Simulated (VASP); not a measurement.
Crystal: Ca2SnF6.

```
Ca Sn F
1.0
     0.00000    3.97097    3.97097
     3.97097    0.00000    3.97097
     3.97097    3.97097    0.00000
Ca Sn F
2 1 6
Direct
  0.25000 0.25000 0.25000
  0.75000 0.75000 0.75000
  0.00000 0.00000 0.00000
  0.75000 0.25000 0.25000
  0.25000 0.75000 0.75000
  0.25000 0.75000 0.25000
  0.75000 0.25000 0.75000
  0.25000 0.25000 0.75000
  0.75000 0.75000 0.25000
```

```yaml
Program: VASP 6.6.1
Task: relaxation of cell and atoms
Functional: PBE
Potentials_or_basis: VASP PAW PBE potentials, release 64 (Ca_sv, Sn_d, F)
Cutoff: 600 eV
k_mesh: 4 × 4 × 4
Occupations: gaussian, width 0.1 eV
Spin: no spin polarisation
```

At the start: pressure 19.6 GPa; volume 13.91 Å³/atom.

Where does the relaxation end?

Over 7 steps the energy falls by 238.9 meV/atom and the volume is 15.69 Å³/atom (+12.8 %); space group Fm-3m (No. 225, to 0.05 Å).

The path:
```
step  energy change (eV)  largest force (eV/Å)  pressure (GPa)  volume (Å³)
   1              0.0000                3.1686           19.55       125.23
   2             -1.7397                0.7418           -6.30       158.60
   3             -2.1052                0.1884           -1.23       147.32
   4             -2.1058                0.2339           -0.96       146.86
   5             -2.1284                0.1671           -0.69       145.08
   6             -2.1471                0.0604            0.29       139.81
   7             -2.1498                0.0084            0.00       141.25
```

Final structure:
```xyz
9
Lattice="0.0000 4.1335 4.1335 4.1335 0.0000 4.1335 4.1335 4.1335 0.0000" Properties=species:S:1:pos:R:3 pbc="T T T"
Ca    2.0667    2.0667    2.0667
Ca    6.2002    6.2002    6.2002
Sn    0.0000    0.0000    0.0000
F     2.2117    4.1335    4.1335
F     6.0552    4.1335    4.1335
F     4.1335    2.2117    4.1335
F     4.1335    6.0552    4.1335
F     4.1335    4.1335    2.2117
F     4.1335    4.1335    6.0552
```
